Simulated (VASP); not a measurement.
# Ag (Im-3m) in VASP: notebook, part 2 of 2

VASP 6.6.1. Earlier steps stand in the parts before.

## (3) Relaxation of cell and atoms, PBEsol, target pressure 60 GPa, at which the enthalpy is minimised

File INCAR:

```
SYSTEM = Ag
ALGO = Normal
EDIFF = 1E-6
EDIFFG = -0.02
ENCUT = 600
GGA = PS
IBRION = 2
ISIF = 3
ISMEAR = -1
LASPH = .TRUE.
LCHARG = .FALSE.
LREAL = .FALSE.
LWAVE = .FALSE.
NELM = 60
NSW = 80
PREC = Accurate
PSTRESS = 600.0
SIGMA = 0.1
```

File KPOINTS:

```
k-points
0
G
  9 9 9
  0 0 0
```

File POSCAR:

```
Ag
1.0
   -1.6556540000      1.6556540000      1.6556540000
    1.6556540000     -1.6556540000      1.6556540000
    1.6556540000      1.6556540000     -1.6556540000
Ag
1
Direct
    0.0000000000      0.0000000000      0.0000000000
```

Potentials or basis: VASP PAW PBE potentials, release 64 (Ag).

On the command line:

```bash
$ cat potpaw_PBE.64/Ag/POTCAR > POTCAR
$ mpirun -np 1 vasp_std > vasp.out
```

OUTCAR:

```text
SYSTEM = Ag
   EDIFF = 1E-6
   EDIFFG = -0.02
   ENCUT = 600
   GGA = PS
   IBRION = 2
   ISIF = 3
   ISMEAR = -1
   LASPH = .TRUE.
   LREAL = .FALSE.
   NELM = 60
   NSW = 80
   PREC = Accurate
   PSTRESS = 600.0

 ion  position               nearest neighbor table
   1  0.000  0.000  0.000-

  LATTYP: Found a body centered cubic cell.
 ALAT       =     3.3113080000

  Lattice vectors:

 A1 = (  -1.6556540000,   1.6556540000,   1.6556540000)
 A2 = (   1.6556540000,  -1.6556540000,   1.6556540000)
 A3 = (   1.6556540000,   1.6556540000,  -1.6556540000)

Analysis of symmetry for initial positions (statically):
=====================================================================
 Subroutine PRICEL returns:
 Original cell was already a primitive cell.

 Routine SETGRP: Setting up the symmetry group for a
 body centered cubic supercell.

 Subroutine GETGRP returns: Found 48 space group operations
 (whereof 48 operations were pure point group operations)
 out of a pool of 48 trial point group operations.

The static configuration has the point symmetry O_h .

Analysis of symmetry for dynamics (positions and initial velocities):
=====================================================================
 Subroutine PRICEL returns:
 Original cell was already a primitive cell.

 Routine SETGRP: Setting up the symmetry group for a
 body centered cubic supercell.

 Subroutine GETGRP returns: Found 48 space group operations
 (whereof 48 operations were pure point group operations)
 out of a pool of 48 trial point group operations.

The dynamic configuration has the point symmetry O_h .

 Subroutine INISYM returns: Found 48 space group operations
 (whereof 48 operations are pure point group operations),
 and found     1 'primitive' translations

----------------------------------------------------------------------------------------

                                     Primitive cell

  volume of cell :      18.1538

[... 126 lines left out ...]
 number of electron      11.0000001 magnetization

 Free energy of the ion-electron system (eV)
  ---------------------------------------------------
  ext. energy  EPLUGINS =         0.00000000
  ---------------------------------------------------
  free energy    TOTEN  =        -3.25421976 eV

  energy without entropy =       -3.24335654  energy(sigma->0) =       -3.24878815

------------------------ aborting loop because EDIFF is reached ----------------------------------------

  FORCE on cell =-STRESS in cart. coord.  units (eV):
  Direction    XX          YY          ZZ          XY          YZ          ZX
  --------------------------------------------------------------------------------------
  -------------------------------------------------------------------------------------
  Total       -0.8411187     -0.8411187     -0.8411187     -0.0000000     -0.0000000      0.0000000
  in kB      -74.2333615    -74.2333615    -74.2333615     -0.0000000     -0.0000000      0.0000000
  external PRESSURE =    -674.2333615 kB  Pullay stress =     600.0000000 kB
[... 94 lines left out ...]
  energy  without entropy=       -3.2770789174  energy(sigma->0) =       -3.28294857

  enthalpy is  TOTEN    =         3.0502710290 eV   P V=        6.3390892444

 E-fermi :   9.1317     XC(G=0): -12.7996

 val. band max:        9.1125060053   @ k =  -0.3333   0.4444   0.1111
 cond. band min:       9.2603883229   @ k =  -0.4444   0.4444   0.1111
 fundamental gap:      0.1478823176
 Fermi energy:         9.1317402960

 k-point     1 :       0.0000    0.0000    0.0000
  band No.  band energies     occupation
      1       0.8481      2.00000
      2       4.0218      2.00000
      3       4.0218      2.00000
      4       4.0218      2.00000
      5       5.5217      2.00000
      6       5.5217      2.00000
      7      27.3239      0.00000
      8      27.3239      0.00000
      9      27.3254      0.00000
[... 265 lines left out ...]
 k-point    24 :      -0.4444   -0.4444    0.1111
  band No.  band energies     occupation
      1       2.9054      2.00000
      2       3.6627      2.00000
      3       4.2760      2.00000
      4       5.2299      2.00000
      5       6.3723      2.00000
      6      11.4355      0.00000
      7      13.9560      0.00000
      8      19.4427      0.00000
      9      24.7833      0.00000

 [... further k-points ...]

[... ionic steps 4 to 7 ...]

--------------------------------------- Ionic step        8  -------------------------------------------

 number of electron      10.9999998 magnetization

------------------------ aborting loop because EDIFF is reached ----------------------------------------
[... 69 lines left out ...]
--------------------------------------- Ionic step       10  -------------------------------------------

 number of electron      10.9999998 magnetization

 Free energy of the ion-electron system (eV)
  ---------------------------------------------------
  ext. energy  EPLUGINS =         0.00000000
  ---------------------------------------------------
  free energy    TOTEN  =        -2.75373233 eV

  energy without entropy =       -2.74077383  energy(sigma->0) =       -2.74725308

 E-fermi :  12.7068     XC(G=0): -14.1032

 val. band max:       12.6565888257   @ k =  -0.4444   0.4444   0.1111
 cond. band min:      12.7715292561   @ k =  -0.3333   0.4444   0.1111
 fundamental gap:      0.1149404304
 Fermi energy:        12.7068361952

 k-point     1 :       0.0000    0.0000    0.0000
  band No.  band energies     occupation
      1       2.5715      2.00000
      2       6.4838      2.00000
      3       6.4838      2.00000
      4       6.4838      2.00000
      5       8.5698      2.00000
      6       8.5698      2.00000
      7      31.2739      0.00000
      8      31.2739      0.00000
      9      31.2739      0.00000
[... 308 lines left out ...]
  energy  without entropy=       -2.7407738264  energy(sigma->0) =       -2.74725308

  enthalpy is  TOTEN    =         2.1158578968 eV   P V=        4.8695902305

 reached required accuracy - stopping structural energy minimisation
```

CONTCAR:

```text
Ag
   1.00000000000000
    -1.4813712760443867    1.4813712760443867    1.4813712760443867
     1.4813712760443867   -1.4813712760443867    1.4813712760443867
     1.4813712760443867    1.4813712760443867   -1.4813712760443867
  Ag
     1
Direct
     0.0000000000000000    0.0000000000000000    0.0000000000000000

  0.00000000E+00  0.00000000E+00  0.00000000E+00
```

It took 81 s on 1 thread of Intel Xeon 8259CL, shared host; peak memory 0.17 GiB.

What came out:

```yaml
Free_energy: -2.7537 eV
Relaxed_volume: 13.00 Å³/atom
Relaxed_cell: a = 2.566 Å, b = 2.566 Å, c = 2.566 Å, α = 109.47°, β = 109.47°, γ = 109.47°
Space_group_after_relaxing_to_0.05_Å: Im-3m (No. 229)
Energy_change_on_relaxing_the_enthalpy_is_what_falls: +500.5 meV/atom
Ionic_steps: 10
Pressure_after_relaxing: 59.9 GPa
```

The path:
```csv
step,energy change (eV),largest force (eV/Å),pressure (GPa),volume (Å³)
1,0.0000,0.0000,-7.42,18.15
2,46.8547,0.0000,4074.08,4.57
3,-0.0346,0.0000,-1.14,16.93
4,-0.0206,0.0000,6.34,15.99
5,0.9372,0.0000,94.60,12.08
6,0.4027,0.0000,51.81,13.28
7,0.4906,0.0000,59.20,13.03
8,0.5250,0.0000,61.96,12.94
9,0.4321,0.0000,54.31,13.20
10,0.5005,0.0000,59.87,13.00
```

Final structure:
```xyz
1
Lattice="-1.4814 1.4814 1.4814 1.4814 -1.4814 1.4814 1.4814 1.4814 -1.4814" Properties=species:S:1:pos:R:3 pbc="T T T"
Ag    0.0000    0.0000    0.0000
```

Levels at points of the mesh, in eV from the Fermi level:
| k point | band 3 | band 4 | band 5 | band 6 | band 7 | band 8 | band 9 |
| --- | --- | --- | --- | --- | --- | --- | --- |
| (0.00, 0.00, 0.00) | -6.22 | -6.22 | -4.14 | -4.14 | 18.57 | 18.57 | 18.57 |

Caveat: the cell is relaxed towards a set pressure, so the enthalpy falls and the energy may rise; the volume moved by over 15 % at a fixed basis, so the end points are rough; the PAW data sets were made with another functional, which shifts forces and pressure a little.
